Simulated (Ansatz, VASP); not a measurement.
**One calculation of Y, two programs**

Contents of POSCAR:

```
Y
1.0
    0.0000000000      2.4850000000      2.5844000000
    2.4850000000      0.0000000000      2.5844000000
    2.4850000000      2.4850000000      0.0000000000
Y
1
Direct
    0.0000000000      0.0000000000      0.0000000000
```

The input INCAR.step1:

```
SYSTEM = Y
  PREC = Accurate
  ENCUT = 520
  ISMEAR = 0
  SIGMA = 0.15
  LREAL = .FALSE.
  LASPH = .TRUE.
  NELM = 100
  NBANDS = 12
  GGA = PE
  ALGO = Normal
  EDIFF = 1E-4
  LWAVE = .TRUE.
  LCHARG = .FALSE.
```

The input INCAR.step2:

```
SYSTEM = Y
  PREC = Accurate
  ENCUT = 520
  EDIFF = 1E-6
  ISMEAR = 0
  SIGMA = 0.15
  LREAL = .FALSE.
  LASPH = .TRUE.
  NELM = 100
  ALGO = Normal
  ISIF = 2
  LWAVE = .FALSE.
  LCHARG = .FALSE.
  METAGGA = R2SCAN
  LMIXTAU = .TRUE.
  NBANDS = 12
  ISTART = 1
```

Contents of KPOINTS:

```
Automatic mesh
0
G
  16 16 16
  0 0 0
```

Input for Ansatz:

```yaml
crystal:
  lattice:
    - [0.0, 2.485, 2.5844]
    - [2.485, 0.0, 2.5844]
    - [2.485, 2.485, 0.0]
  atoms:
    - { symbol: "Y", position: [0.0, 0.0, 0.0] }
basis:
  ecutwfc: 500
kpoints:
  mp_grid: { grid: [16, 16, 16] }
hamiltonian:
  xc: r2scan
scf:
  occupations: { method: gaussian, width: 0.15 }
output:
  forces: true
  stress: true
  eigenvalues: true
```

Change from the starting cell: strain +0.000 along x and y, +0.040 along z, atoms carried along.

Alike in both runs: task single point; functional r2SCAN; k mesh 16 × 16 × 16; occupations gaussian, width 0.15 eV; no spin polarisation.

```csv
,VASP,Ansatz
version,VASP 6.6.1,Ansatz 0.2.0
potentials or method,"VASP PAW PBE potentials, release 64 (Y_sv), cutoff 520 eV","scalar-relativistic, plane waves, PAW"
valence electrons in the cell,11,11
```

|  | VASP | Ansatz | Ansatz less VASP |
| --- | --- | --- | --- |
| gap on the k mesh at the Fermi level (eV) | none | none | - |
| pressure (GPa) | 1.7 | 1.6 | -0.12 |
| traceless stress, the component that is largest in VASP (GPa) | -0.48 | -0.49 | -0.004 |

VASP's potentials were made for PBE, not for r2SCAN. A gap of «none» marks a metal or a gap that the smearing closes.
